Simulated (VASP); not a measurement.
A run of VASP 6.6.1 is set up as follows.

The input INCAR:

```
SYSTEM = ZrZn
PREC = Accurate
ENCUT = 520
EDIFF = 1E-8
ISMEAR = -1
SIGMA = 0.05
LREAL = .FALSE.
LASPH = .TRUE.
NELM = 100
ALGO = Normal
ISIF = 2
LWAVE = .FALSE.
LCHARG = .TRUE.
GGA = PS
NBANDS = 19
IBRION = 8
NSW = 1
```

File KPOINTS:

```
regular mesh
0
G
  10 10 10
  0 0 0
```

POSCAR

```
ZrZn
1.0
    3.3086456906      0.0000000000      0.0000000000
    0.0000000000      3.3086456906      0.0000000000
    0.0000000000      0.0000000000      3.3086456906
Zr Zn
1 1
Direct
    0.5000000000      0.5000000000      0.5000000000
    0.0000000000      0.0000000000      0.0000000000
```

Potentials or basis: VASP PAW PBE potentials, release 64 (Zr_sv, Zn).

Run with:

```console
$ cat potpaw_PBE.64/Zr_sv/POTCAR potpaw_PBE.64/Zn/POTCAR > POTCAR
$ mpirun -np 1 vasp_std > vasp.out
```

Question: Estimate the highest phonon frequency at Γ.

Answer: 176 cm⁻¹.

Phonon frequencies in cm⁻¹ (negative: imaginary):
| q point | frequencies |
| --- | --- |
| (0.000, 0.000, 0.000) | 0 0 0 176 176 176 |

Caveat: the cell stands under pressure or tension, which shifts response properties.
